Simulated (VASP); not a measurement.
A run of VASP 6.6.1 is set up as follows.

INCAR

```
SYSTEM = MgO
PREC = Accurate
ENCUT = 520
EDIFF = 1E-6
ISMEAR = 0
SIGMA = 0.01
LREAL = .FALSE.
LASPH = .TRUE.
NELM = 80
ALGO = Normal
ISIF = 2
LWAVE = .FALSE.
LCHARG = .TRUE.
GGA = PE
LELF = .TRUE.
LVHAR = .TRUE.
NBANDS = 11
```

The input KPOINTS:

```
regular mesh
0
G
  6 6 6
  0 0 0
```

Contents of POSCAR:

```
MgO
1.0
    0.0000000000      2.0908720000      2.0908720000
    2.0908720000      0.0000000000      2.0908720000
    2.0908720000      2.0908720000      0.0000000000
Mg O
1 1
Direct
    0.0000000000      0.0000000000      0.0000000000
    0.5000000000      0.5000000000      0.5000000000
```

Potentials or basis: VASP PAW PBE potentials, release 64 (Mg, O).

The run is started by

```console
$ cat potpaw_PBE.64/Mg/POTCAR potpaw_PBE.64/O/POTCAR > POTCAR
$ mpirun -np 1 vasp_std > vasp.out
```

Problem. What does it give for the band gap on the k mesh?

Solution. 4.94 eV, direct.

Problem. Predict the pressure.

Solution. 7.8 GPa.

Caveat: the k points lie up to 0.43 Å⁻¹ apart.
